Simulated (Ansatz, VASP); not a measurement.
Two plane-wave programs on SiNi

```xyz
8
Lattice="5.0477 0.0000 0.0000 0.0000 3.3306 0.0000 0.0000 0.0000 5.4817" Properties=species:S:1:pos:R:3 pbc="T T T"
Si    1.6169    2.4980    0.4754
Si    0.9070    0.8327    3.2162
Si    4.1407    2.4980    2.2655
Si    3.4309    0.8327    5.0063
Ni    0.0460    0.8327    1.0290
Ni    2.4779    2.4980    3.7699
Ni    2.5698    0.8327    1.7118
Ni    5.0017    2.4980    4.4527
```

Alike in both runs: functional LDA; k mesh 8 × 10 × 6; occupations gaussian, width 0.05 eV; no spin polarisation.

Ansatz relaxed the structure, and its values are those at the end. VASP's run is a single point on that final structure, the one shown.

|  | VASP | Ansatz |
| --- | --- | --- |
| version | VASP 6.6.1 | Ansatz 0.2.0 |
| potentials or method | VASP PAW LDA potentials, release 64 (Si, Ni) | scalar-relativistic, plane waves, PAW |
| plane-wave cutoff (eV) | 520 | 420 |
| valence electrons in the cell | 56 | 88 |

```tsv
	VASP	Ansatz	Ansatz less VASP
gap on the k mesh at the Fermi level (eV)	none	none	-
pressure (GPa)	0.3	0.0	-0.32
rms of the force components (eV/Å)	0.007	0.003	-0.0036
```

LDA's correlation is that of Perdew and Zunger in VASP and of Perdew and Wang (1992) in Ansatz. A gap of «none» marks a metal or a gap that the smearing closes. VASP's potentials hold 56 valence electrons a cell and Ansatz's 88, so a difference there can come from the potentials and not from the codes.
